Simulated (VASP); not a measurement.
A run of VASP 6.6.1 is set up as follows.

Contents of POSCAR:

```
GaAs
1.0
    0.0000000000      2.8265000000      2.8265000000
    2.8265000000      0.0000000000      2.8265000000
    2.8265000000      2.8265000000      0.0000000000
Ga As
1 1
Direct
    0.0000000000      0.0000000000      0.0000000000
    0.2500000000      0.2500000000      0.2500000000
```

File INCAR.step1:

```
ALGO = Normal ; EDIFF = 1E-5
ENCUT = 520 ; GGA = PE
ISIF = 2 ; ISMEAR = 0
LASPH = T ; LCHARG = F
LREAL = F ; LWAVE = T
NBANDS = 16 ; NELM = 80
PREC = Accurate ; SIGMA = 0.01
```

The input INCAR.step2:

```
ALGO = Normal ; EDIFF = 1E-6
ENCUT = 520 ; GGA = PE
HFSCREEN = 0.2079 ; ISIF = 2
ISMEAR = 0 ; ISTART = 1
LASPH = T ; LCHARG = F
LHFCALC = T ; LREAL = F
LWAVE = F ; NBANDS = 16
NELM = 80 ; PREC = Accurate
PRECFOCK = Normal ; SIGMA = 0.01
```

The input KPOINTS:

```
k-points
0
Gamma
  6 6 6
```

Potentials or basis: VASP PAW PBE potentials, release 64 (Ga_d, As).

The run is started by

```bash
$ cat potpaw_PBE.64/Ga_d/POTCAR potpaw_PBE.64/As/POTCAR > POTCAR
$ cp INCAR.step1 INCAR
$ mpirun -np 1 vasp_std > vasp.out
$ cp INCAR.step2 INCAR
$ mpirun -np 1 vasp_std > vasp.out
```

Problem. Estimate the pressure.

Solution. 1.0 GPa.

Problem. Estimate the band gap on the k mesh.

Solution. 1.42 eV.

Caveat: the PAW data sets were made with another functional, which shifts forces and pressure a little. A k mesh can miss the band edges.
